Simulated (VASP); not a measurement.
Wanted: the native input for a VASP 6.6.1 run.

```
Task                   : single point
Functional             : PBEsol
Potentials or basis    : VASP PAW PBE potentials, release 64 (In_d, P)
Cutoff                 : 520 eV
k mesh                 : 14 × 14 × 14
Occupations            : fermi-dirac, width 0.15 eV
Spin                   : no spin polarisation
Dipole correction      : no
Further INCAR settings : ALGO = Normal; EDIFF = 1e-07; NBANDS = 16
```

The structure of InP lies in POSCAR:

```
InP
1.0
    0.0000000000      2.7127416506      2.7127416506
    2.7127416506      0.0000000000      2.7127416506
    2.7127416506      2.7127416506      0.0000000000
In P
1 1
Direct
    0.0000000000      0.0000000000      0.0000000000
    0.5000000000      0.5000000000      0.5000000000
```

This cell differs from its parent crystal: volume scaled by 0.98.

The input as run:

INCAR

```
  PREC = Accurate
  ENCUT = 520
  EDIFF = 1E-7
  ISMEAR = -1
  SIGMA = 0.15
  LREAL = F
  LASPH = T
  NELM = 80
  ALGO = Normal
  ISIF = 2
  LWAVE = F
  LCHARG = F
  GGA = PS
  NBANDS = 16
```

KPOINTS

```
Automatic mesh
0
Gamma
  14 14 14
```

Potentials or basis: VASP PAW PBE potentials, release 64 (In_d, P).

The run is started by

```console
$ cat potpaw_PBE.64/In_d/POTCAR potpaw_PBE.64/P/POTCAR > POTCAR
$ mpirun -np 1 vasp_std > vasp.out
```

It gave:

* Pressure: 1.8 GPa
* Band gap on the k mesh: zero (band 9 reaches 8.05 eV, above the bottom of band 10 at 5.21 eV)

Caveat: the PAW data sets were made with another functional, which shifts forces and pressure a little; spin-orbit coupling is left out, which moves the levels of the heavy elements.

It took 58 s on 1 thread of Intel(R) Xeon(R) Platinum 8488C (Sapphire Rapids), with other jobs on the host, peak memory 0.21 GiB.
